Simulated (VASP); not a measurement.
# K (Fm-3m) in VASP: further runs

The runs below take K through single point, with r2SCAN.

All numbers are computed with VASP 6.6.1; they aren't measurements. Logs are shortened: lines on timing, memory, paths and dates and some standing lists are left out, and cuts for length are marked.

## (1) The cell of the first run

Symmetry: Fm-3m, No. 225, cubic system. Conventional cell: a = 6.589 Å, b = 6.589 Å, c = 6.589 Å, α = 90.00°, β = 90.00°, γ = 90.00°.

This isn't the form of K at room conditions, which is bcc.

## (2) Single point, r2SCAN

POSCAR

```
K
1.0
    0.0000000000      3.2946930311      3.2946930311
    3.2946930311      0.0000000000      3.2946930311
    3.2946930311      3.2946930311      0.0000000000
K
1
Direct
    0.0000000000      0.0000000000      0.0000000000
```

INCAR.step1

```
PREC = Accurate ; ENCUT = 520
ISMEAR = 0 ; SIGMA = 0.05
LREAL = F ; LASPH = T
NELM = 60 ; NBANDS = 10
GGA = PE ; ALGO = Normal
EDIFF = 1E-4 ; LWAVE = T
LCHARG = F
```

INCAR.step2

```
PREC = Accurate ; ENCUT = 520
EDIFF = 1E-6 ; ISMEAR = 0
SIGMA = 0.05 ; LREAL = F
LASPH = T ; NELM = 60
ALGO = Normal ; ISIF = 2
LWAVE = F ; LCHARG = F
METAGGA = R2SCAN ; LMIXTAU = T
NBANDS = 10 ; ISTART = 1
```

KPOINTS

```
regular mesh
0
Gamma
  12 12 12
```

Potentials or basis: VASP PAW PBE potentials, release 64 (K_sv).

Started as:

```console
$ cat potpaw_PBE.64/K_sv/POTCAR > POTCAR
$ cp INCAR.step1 INCAR
$ mpirun -np 1 vasp_std > vasp.out
$ cp INCAR.step2 INCAR
$ mpirun -np 1 vasp_std > vasp.out
```

OUTCAR:

```text
PREC = Accurate
   ENCUT = 520
   EDIFF = 1E-6
   ISMEAR = 0
   LREAL = F
   LASPH = T
   NELM = 60
   ISIF = 2
   METAGGA = R2SCAN
   ISTART = 1

 ion  position               nearest neighbor table
   1  0.000  0.000  0.000-

  LATTYP: Found a face centered cubic cell.
 ALAT       =     6.5893860622

  Lattice vectors:

 A1 = (   0.0000000000,   3.2946930311,   3.2946930311)
 A2 = (   3.2946930311,   0.0000000000,   3.2946930311)
 A3 = (   3.2946930311,   3.2946930311,   0.0000000000)

Analysis of symmetry for initial positions (statically):
=====================================================================
 Subroutine PRICEL returns:
 Original cell was already a primitive cell.

 Routine SETGRP: Setting up the symmetry group for a
 face centered cubic supercell.

 Subroutine GETGRP returns: Found 48 space group operations
 (whereof 48 operations were pure point group operations)
 out of a pool of 48 trial point group operations.

The static configuration has the point symmetry O_h .

Analysis of symmetry for dynamics (positions and initial velocities):
=====================================================================
 Subroutine PRICEL returns:
 Original cell was already a primitive cell.

 Routine SETGRP: Setting up the symmetry group for a
 face centered cubic supercell.

 Subroutine GETGRP returns: Found 48 space group operations
 (whereof 48 operations were pure point group operations)
 out of a pool of 48 trial point group operations.

The dynamic configuration has the point symmetry O_h .

 Subroutine INISYM returns: Found 48 space group operations
 (whereof 48 operations are pure point group operations),
 and found     1 'primitive' translations

----------------------------------------------------------------------------------------

                                     Primitive cell

  volume of cell :      71.5278

  direct lattice vectors                    reciprocal lattice vectors
     0.000000000  3.294693031  3.294693031    -0.151759206  0.151759206  0.151759206
     3.294693031  0.000000000  3.294693031     0.151759206 -0.151759206  0.151759206
     3.294693031  3.294693031  0.000000000     0.151759206  0.151759206 -0.151759206

  length of vectors
     4.659399568  4.659399568  4.659399568     0.262854656  0.262854656  0.262854656
[... 80 lines left out ...]
   LREAL  =      F    real-space projection
   EDIFFG = 0.1E-04   stopping-criterion for IOM
   NSW    =      0    number of steps for IOM
   IBRION =     -1    ionic relax: 0-MD 1-quasi-New 2-CG
   NFREE  =      0    steps in history (QN), initial steepest desc. (CG)
   ISIF   =      2    stress and relaxation
   ISYM   =      2    0-nonsym 1-usesym 2-fastsym
   POTIM  = 0.5000    time-step for ionic-motion
   TEBEG  =    0.0;   TEEND  =   0.0 temperature during run
   PSTRESS=    0.0 pullay stress
   NELECT =       9.0000    total number of electrons
   NUPDOWN=      -1.0000    fix difference up-down
   EMIN   =  10.00;   EMAX   =-10.00  energy-range for DOS
   EFERMI =   0.00;   METHOD = LEGACY
   ISMEAR =     0;   SIGMA  =   0.05  broadening in eV -4-tet -1-fermi 0-gaus
   EFERMI_NEDOS =   21; number of points for ismear=-14 and -15
   IALGO  =     38    algorithm
   IMIX   =      4    mixing-type and parameters
     AMIX     =   0.40;   BMIX     =  1.00
     AMIX_MAG =   1.60;   BMIX_MAG =  1.00
  volume/ion in A,a.u.               =      71.53       482.69
  Fermi-wavevector in a.u.,A,eV,Ry     =   0.820347  1.550230  9.156293  0.672969
  Thomas-Fermi vector in A             =   1.931313
   LORBIT       =      0    0 simple, 1 ext, 2 COOP (PROOUT), +10 PAW based schemes
   METAGGA = R2SCAN    functional components
   LHFCALC =     F    Hartree Fock is set to
   AEXX    =    0.0000 exact exchange contribution
   IVDW    =     0    specifies the selected vdW correction
   LEPSILON=     F    determine dielectric tensor
   LRPA    =     F    only Hartree local field effects (RPA)
 non-spin polarized calculation
 Gauss-broadening in eV      SIGMA  =   0.05
  energy-cutoff  :      520.00
  volume of cell :       71.53
 maximum number of plane-waves:      1964
   NGX = 17   NGY = 17   NGZ = 17

 number of electron       9.0000000 magnetization

 Free energy of the ion-electron system (eV)
  ---------------------------------------------------
  ext. energy  EPLUGINS =         0.00000000
  ---------------------------------------------------
  free energy    TOTEN  =        -6.00825564 eV

  energy without entropy =       -6.00760025  energy(sigma->0) =       -6.00792794

 E-fermi :  -0.0446     XC(G=0):  -5.9827

 val. band max:       -0.0888693324   @ k =   0.5000   0.2500   0.0833
 cond. band min:       0.0073677375   @ k =  -0.4167   0.0833   0.0000
 fundamental gap:      0.0962370699
 Fermi energy:        -0.0445593196

 k-point     1 :       0.0000    0.0000    0.0000
  band No.  band energies     occupation
      1     -33.6361      2.00000
      2     -16.3061      2.00000
      3     -16.3061      2.00000
      4     -16.3060      2.00000
      5      -2.3506      2.00000
      6       4.6796      0.00000
      7       4.6796      0.00000
      8       4.6796      0.00000
      9       6.0496      0.00000
     10       6.0496      0.00000
[... 287 lines left out ...]
 k-point    24 :      -0.4167    0.1667    0.0000
  band No.  band energies     occupation
      1     -33.6312      2.00000
      2     -16.3749      2.00000
      3     -16.3299      2.00000
      4     -16.3190      2.00000
      5       0.4454      0.00000
      6       0.9869      0.00000
      7       3.5001      0.00000
      8       4.6048      0.00000
      9       6.2277      0.00000
     10       6.5736      0.00000

 [... further k-points ...]

------------------------ aborting loop because EDIFF is reached ----------------------------------------

  FORCE on cell =-STRESS in cart. coord.  units (eV):
  Direction    XX          YY          ZZ          XY          YZ          ZX
  --------------------------------------------------------------------------------------
  -------------------------------------------------------------------------------------
  Total        0.1128828      0.1128828      0.1128828      0.0000000      0.0000000     -0.0000000
  in kB        2.5285023      2.5285023      2.5285023      0.0000000      0.0000000     -0.0000000
  external PRESSURE =       2.5285023 kB  Pullay stress =       0.0000000 kB

 VOLUME and BASIS-vectors are now :
 -----------------------------------------------------------------------------
  energy-cutoff  :      520.00
  volume of cell :       71.53
      direct lattice vectors                 reciprocal lattice vectors
     0.000000000  3.294693031  3.294693031    -0.151759206  0.151759206  0.151759206
     3.294693031  0.000000000  3.294693031     0.151759206 -0.151759206  0.151759206
     3.294693031  3.294693031  0.000000000     0.151759206  0.151759206 -0.151759206

 POSITION                                       TOTAL-FORCE (eV/Angst)
 -----------------------------------------------------------------------------------
      0.00000      0.00000      0.00000        -0.000000      0.000000     -0.000000
 -----------------------------------------------------------------------------------
    total drift:                               -0.000000      0.000000      0.000000

  FREE ENERGIE OF THE ION-ELECTRON SYSTEM (eV)
  ---------------------------------------------------
  free  energy   TOTEN  =        -6.0082556364 eV

  energy  without entropy=       -6.0076002509  energy(sigma->0) =       -6.00792794
```

OUTCAR.step1:

```text
PREC = Accurate
   ENCUT = 520
   ISMEAR = 0
   LREAL = F
   LASPH = T
[... 527 lines left out ...]

 POSITION                                       TOTAL-FORCE (eV/Angst)
 -----------------------------------------------------------------------------------
      0.00000      0.00000      0.00000         0.000000      0.000000      0.000000
 -----------------------------------------------------------------------------------
    total drift:                               -0.000000      0.000000      0.000000

  FREE ENERGIE OF THE ION-ELECTRON SYSTEM (eV)
  ---------------------------------------------------
  free  energy   TOTEN  =        -1.0478502293 eV

  energy  without entropy=       -1.0470024825  energy(sigma->0) =       -1.04742636
```

OSZICAR.step1:

```text
N       E                     dE             d eps       ncg     rms          rms(c)
DAV:   1     0.475323522783E+02    0.47532E+02   -0.35893E+03  1440   0.690E+02
DAV:   2     0.593833235051E+00   -0.46939E+02   -0.46282E+02  1542   0.193E+02
DAV:   3    -0.999344713689E+00   -0.15932E+01   -0.15841E+01  2276   0.290E+01
DAV:   4    -0.104664720285E+01   -0.47302E-01   -0.47251E-01  1892   0.418E+00
DAV:   5    -0.104753828757E+01   -0.89108E-03   -0.89094E-03  2292   0.456E-01    0.206E+00
DAV:   6    -0.104751675988E+01    0.21528E-04   -0.14556E-03  2166   0.244E-01    0.127E+00
DAV:   7    -0.104780293759E+01   -0.28618E-03   -0.27484E-03  2196   0.333E-01    0.553E-02
DAV:   8    -0.104785022933E+01   -0.47292E-04   -0.12330E-04  1492   0.130E-01
   1 F= -.10478502E+01 E0= -.10474264E+01  d E =-.847747E-03
```

Run time: 1.8 min. Hardware: 1 thread of Intel Xeon Platinum 8375C at 2.90GHz (Ice Lake), shared host; peak memory 0.23 GiB.

Results:

- Free energy: -6.0083 eV
- Pressure: 0.3 GPa
- Band gap on the k mesh: zero (an odd number of electrons rules out a gap without spin polarisation)

Levels at points of the mesh, in eV from the Fermi level:
| k point | band 3 | band 4 | band 5 | band 6 | band 7 | band 8 |
| --- | --- | --- | --- | --- | --- | --- |
| (0.00, 0.00, 0.00) | -16.26 | -16.26 | -2.31 | 4.72 | 4.72 | 4.72 |
| (0.50, 0.00, 0.00) | -16.27 | -16.27 | 0.50 | 0.54 | 4.47 | 4.47 |
| (0.50, 0.50, 0.00) | -16.29 | -16.29 | 1.04 | 1.50 | 2.59 | 5.51 |

Caveat: the PAW data sets were made with another functional, which shifts forces and pressure a little.

## (3) Single point, r2SCAN (71.66 Å³/atom)

POSCAR

```
K
1.0
    0.0000000000      3.2967115817      3.2967115817
    3.2967115817      0.0000000000      3.2967115817
    3.2967115817      3.2967115817      0.0000000000
K
1
Direct
    0.0000000000      0.0000000000      0.0000000000
```

INCAR.step1

```
SYSTEM = K
  PREC = Accurate
  ENCUT = 520
  ISMEAR = 0
  SIGMA = 0.05
  LREAL = .False.
  LASPH = .True.
  NELM = 100
  NBANDS = 10
  GGA = PE
  ALGO = Normal
  EDIFF = 1E-4
  LWAVE = .True.
  LCHARG = .False.
```

INCAR.step2

```
SYSTEM = K
  PREC = Accurate
  ENCUT = 520
  EDIFF = 1E-6
  ISMEAR = 0
  SIGMA = 0.05
  LREAL = .False.
  LASPH = .True.
  NELM = 100
  ALGO = Normal
  ISIF = 2
  LWAVE = .False.
  LCHARG = .True.
  METAGGA = R2SCAN
  LMIXTAU = .True.
  LELF = .True.
  LVHAR = .True.
  NBANDS = 10
  ISTART = 1
```

KPOINTS

```
regular mesh
0
Gamma
  12 12 12
  0 0 0
```

Potentials or basis: VASP PAW PBE potentials, release 64 (K_sv).

Started as:

```console
$ cat potpaw_PBE.64/K_sv/POTCAR > POTCAR
$ cp INCAR.step1 INCAR
$ mpirun -np 1 vasp_std > vasp.out
$ cp INCAR.step2 INCAR
$ mpirun -np 1 vasp_std > vasp.out
```

Run time: 2.3 min. Hardware: 1 thread of Intel Xeon Platinum 8375C at 2.90GHz (Ice Lake), shared host; peak memory 0.23 GiB.

The run converged. Its results:

```yaml
Free_energy: -6.0085 eV
Pressure: 0.2 GPa
Band_gap_on_the_k_mesh: zero (an odd number of electrons rules out a gap without spin polarisation)
```

Levels at points of the mesh, in eV from the Fermi level:
| k point | band 2 | band 3 | band 4 | band 5 | band 6 | band 7 | band 8 | band 9 |
| --- | --- | --- | --- | --- | --- | --- | --- | --- |
| (0.00, 0.00, 0.00) | -16.26 | -16.26 | -16.26 | -2.30 | 4.72 | 4.72 | 4.72 | 6.09 |
| (0.50, 0.00, 0.00) | -16.34 | -16.27 | -16.27 | 0.50 | 0.54 | 4.47 | 4.47 | 6.91 |
| (0.50, 0.50, 0.00) | -16.33 | -16.29 | -16.29 | 1.04 | 1.49 | 2.59 | 5.51 | 5.51 |

Caveat: the PAW data sets were made with another functional, which shifts forces and pressure a little.

## (4) Single point, r2SCAN (76.94 Å³/atom)

This run uses another cell than the first one, of 76.94 Å³/atom.

POSCAR

```
K
1.0
    0.0000000000      3.3757741099      3.3757741099
    3.3757741099      0.0000000000      3.3757741099
    3.3757741099      3.3757741099      0.0000000000
K
1
Direct
    0.0000000000      0.0000000000      0.0000000000
```

INCAR.step1

```
PREC = Accurate
ENCUT = 520
ISMEAR = 0
SIGMA = 0.05
LREAL = F
LASPH = T
NELM = 60
NBANDS = 10
GGA = PE
ALGO = Normal
EDIFF = 1E-4
LWAVE = T
LCHARG = F
```

INCAR.step2

```
PREC = Accurate
ENCUT = 520
EDIFF = 1E-6
ISMEAR = 0
SIGMA = 0.05
LREAL = F
LASPH = T
NELM = 60
ALGO = Normal
ISIF = 2
LWAVE = F
LCHARG = F
METAGGA = R2SCAN
LMIXTAU = T
NBANDS = 10
ISTART = 1
```

KPOINTS

```
regular mesh
0
Gamma
  12 12 12
```

Potentials or basis: VASP PAW PBE potentials, release 64 (K_sv).

Started as:

```console
$ cat potpaw_PBE.64/K_sv/POTCAR > POTCAR
$ cp INCAR.step1 INCAR
$ mpirun -np 1 vasp_std > vasp.out
$ cp INCAR.step2 INCAR
$ mpirun -np 1 vasp_std > vasp.out
```

OUTCAR:

```text
PREC = Accurate
   ENCUT = 520
   EDIFF = 1E-6
   ISMEAR = 0
   LREAL = F
   LASPH = T
   NELM = 60
   ISIF = 2
   METAGGA = R2SCAN
   ISTART = 1

 ion  position               nearest neighbor table
   1  0.000  0.000  0.000-

  LATTYP: Found a face centered cubic cell.
 ALAT       =     6.7515482198

  Lattice vectors:

 A1 = (   0.0000000000,   3.3757741099,   3.3757741099)
 A2 = (   3.3757741099,   0.0000000000,   3.3757741099)
 A3 = (   3.3757741099,   3.3757741099,   0.0000000000)

Analysis of symmetry for initial positions (statically):
=====================================================================
 Subroutine PRICEL returns:
 Original cell was already a primitive cell.

 Routine SETGRP: Setting up the symmetry group for a
 face centered cubic supercell.

 Subroutine GETGRP returns: Found 48 space group operations
 (whereof 48 operations were pure point group operations)
 out of a pool of 48 trial point group operations.

The static configuration has the point symmetry O_h .

Analysis of symmetry for dynamics (positions and initial velocities):
[... 163 lines left out ...]

 k-point     1 :       0.0000    0.0000    0.0000
  band No.  band energies     occupation
      1     -33.8423      2.00000
      2     -16.5168      2.00000
      3     -16.5168      2.00000
      4     -16.5168      2.00000
      5      -2.4054      2.00000
      6       4.4492      0.00000
      7       4.4492      0.00000
      8       4.4492      0.00000
      9       5.7674      0.00000
     10       5.7674      0.00000
[... 287 lines left out ...]
 k-point    24 :      -0.4167    0.1667    0.0000
  band No.  band energies     occupation
      1     -33.8388      2.00000
      2     -16.5699      2.00000
      3     -16.5353      2.00000
      4     -16.5270      2.00000
      5       0.2717      0.00000
      6       0.8010      0.00000
      7       3.2889      0.00000
      8       4.3620      0.00000
      9       5.8097      0.00000
     10       6.2598      0.00000

 [... further k-points ...]

------------------------ aborting loop because EDIFF is reached ----------------------------------------

  FORCE on cell =-STRESS in cart. coord.  units (eV):
  Direction    XX          YY          ZZ          XY          YZ          ZX
  --------------------------------------------------------------------------------------
  -------------------------------------------------------------------------------------
  Total       -0.0149745     -0.0149745     -0.0149745     -0.0000000     -0.0000000     -0.0000000
  in kB       -0.3118272     -0.3118272     -0.3118272     -0.0000000     -0.0000000     -0.0000000
  external PRESSURE =      -0.3118272 kB  Pullay stress =       0.0000000 kB

 VOLUME and BASIS-vectors are now :
 -----------------------------------------------------------------------------
  energy-cutoff  :      520.00
  volume of cell :       76.94
      direct lattice vectors                 reciprocal lattice vectors
     0.000000000  3.375774110  3.375774110    -0.148114176  0.148114176  0.148114176
     3.375774110  0.000000000  3.375774110     0.148114176 -0.148114176  0.148114176
     3.375774110  3.375774110  0.000000000     0.148114176  0.148114176 -0.148114176

 POSITION                                       TOTAL-FORCE (eV/Angst)
 -----------------------------------------------------------------------------------
      0.00000      0.00000      0.00000         0.000000      0.000000      0.000000
 -----------------------------------------------------------------------------------
    total drift:                               -0.000000      0.000000      0.000000

  FREE ENERGIE OF THE ION-ELECTRON SYSTEM (eV)
  ---------------------------------------------------
  free  energy   TOTEN  =        -6.0127008269 eV

  energy  without entropy=       -6.0120058849  energy(sigma->0) =       -6.01235336
```

OSZICAR.step1:

```text
N       E                     dE             d eps       ncg     rms          rms(c)
DAV:   1     0.449954657026E+02    0.44995E+02   -0.35716E+03  1440   0.684E+02
DAV:   2     0.587301091893E+00   -0.44408E+02   -0.43802E+02  1536   0.190E+02
DAV:   3    -0.100239156469E+01   -0.15897E+01   -0.15832E+01  2318   0.285E+01
DAV:   4    -0.104595686582E+01   -0.43565E-01   -0.43462E-01  1980   0.405E+00
DAV:   5    -0.104688627970E+01   -0.92941E-03   -0.92930E-03  2228   0.430E-01    0.187E+00
DAV:   6    -0.104712744357E+01   -0.24116E-03   -0.12497E-03  2220   0.224E-01    0.115E+00
DAV:   7    -0.104751294932E+01   -0.38551E-03   -0.25104E-03  2248   0.323E-01    0.516E-02
DAV:   8    -0.104757145537E+01   -0.58506E-04   -0.95170E-05  1396   0.116E-01
   1 F= -.10475715E+01 E0= -.10471299E+01  d E =-.883076E-03
```

Wall time 2 min (1 thread of Intel Xeon Platinum 8375C at 2.90GHz (Ice Lake), shared host); peak memory 0.23 GiB.

What came out:

* Free energy: -6.0127 eV
* Pressure: 0.0 GPa
* Band gap on the k mesh: zero (an odd number of electrons rules out a gap without spin polarisation)

Caveat: the PAW data sets were made with another functional, which shifts forces and pressure a little.

## (5) Summary

```csv
cell,gap on the mesh (eV),pressure (GPa)
"a = 4.659 Å, angles 60.0°, 1 atom",none,0.3
"a = 4.662 Å, angles 60.0°, 1 atom",none,0.2
"a = 4.774 Å, angles 60.0°, 1 atom",none,0.0
```

Alike in all rows: task single point; level r2SCAN; potentials or basis VASP PAW PBE potentials, release 64 (K_sv); no spin polarisation; k mesh 12 × 12 × 12; cutoff (eV) 520; smearing gaussian 0.05 eV.

Caveats: the PAW data sets were made with another functional, which shifts forces and pressure a little.

Absolute energies hang on the potentials; compare differences alone.
